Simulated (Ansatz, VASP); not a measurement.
Mg in VASP and in Ansatz

```xyz
1
Lattice="-1.7499 1.7499 1.8413 1.7499 -1.7499 1.8413 1.7499 1.7499 -1.8413" Properties=species:S:1:pos:R:3 pbc="T T T"
Mg    0.0000    0.0000    0.0000
```

Alike in both runs: task single point; functional PBE; k mesh 18 × 18 × 18; occupations gaussian, width 0.15 eV; no spin polarisation.

```csv
,VASP,Ansatz
version,VASP 6.6.1,Ansatz 0.2.0
potentials or method,"VASP PAW PBE potentials, release 64 (Mg), cutoff 520 eV","scalar-relativistic, plane waves, PAW"
valence electrons in the cell,2,10
```

```csv
,VASP,Ansatz,Ansatz less VASP
gap on the k mesh at the Fermi level (eV),none,none,-
pressure (GPa),0.5,0.6,+0.12
"traceless stress, the component that is largest in VASP (GPa)",0.18,0.17,-0.003
```

A gap of «none» marks a metal or a gap that the smearing closes. With one functional, cell and mesh, what is left measures potentials, basis and numerics. VASP's potentials hold 2 valence electrons a cell and Ansatz's 10, so a difference there can come from the potentials and not from the codes.
